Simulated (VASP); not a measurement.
ScGa2N3:

```
CELL_PARAMETERS angstrom
3.35000 0.00000 0.00000
-1.67500 2.90119 0.00000
0.00000 0.00000 8.10000
ATOMIC_POSITIONS crystal
Sc 0.00000 0.00000 0.00000
Ga 0.66667 0.33333 0.66670
Ga 0.33333 0.66667 0.33330
N 0.66667 0.33333 0.91670
N 0.00000 0.00000 0.25000
N 0.33333 0.66667 0.58330
```

```yaml
Program: VASP 6.6.1
Task: relaxation of cell and atoms
Functional: PBE
Potentials_or_basis: VASP PAW PBE potentials, release 64 (Sc_sv, Ga_d, N)
Cutoff: 600 eV
k_mesh: 4 × 4 × 2
Occupations: gaussian, width 0.15 eV
Spin: no spin polarisation
```

At the start: pressure -3.1 GPa; volume 13.12 Å³/atom.

Question: Where does the relaxation end?

Answer: Over 7 steps the energy falls by 29.9 meV/atom and the volume is 12.73 Å³/atom (-3.0 %); space group P3m1 (No. 156, to 0.05 Å).

The path:
| step | energy change (eV) | largest force (eV/Å) | pressure (GPa) | volume (Å³) |
| --- | --- | --- | --- | --- |
| 1 | 0.0000 | 1.6233 | -3.15 | 78.72 |
| 2 | -0.1295 | 0.7520 | 1.67 | 75.82 |
| 3 | -0.1311 | 0.6971 | 1.07 | 76.11 |
| 4 | -0.1749 | 0.2473 | 0.24 | 76.28 |
| 5 | -0.1756 | 0.2183 | 0.12 | 76.31 |
| 6 | -0.1788 | 0.1567 | -0.06 | 76.43 |
| 7 | -0.1792 | 0.0653 | 0.00 | 76.40 |

Final structure:
```
Sc Ga N
1.0
     3.30115    0.00000    0.00000
    -1.65058    2.85888    0.00000
     0.00000    0.00000    8.09541
Sc Ga N
1 2 3
Direct
  0.00000 0.00000 0.99809
  0.66667 0.33333 0.66099
  0.33333 0.66667 0.34032
  0.66667 0.33333 0.90466
  0.00000 0.00000 0.26172
  0.33333 0.66667 0.58423
```

Caveat: the k points lie up to 0.55 Å⁻¹ apart in the final cell; the relaxation stopped at a loose force limit of 0.08 eV/Å, so its end isn't a converged minimum.
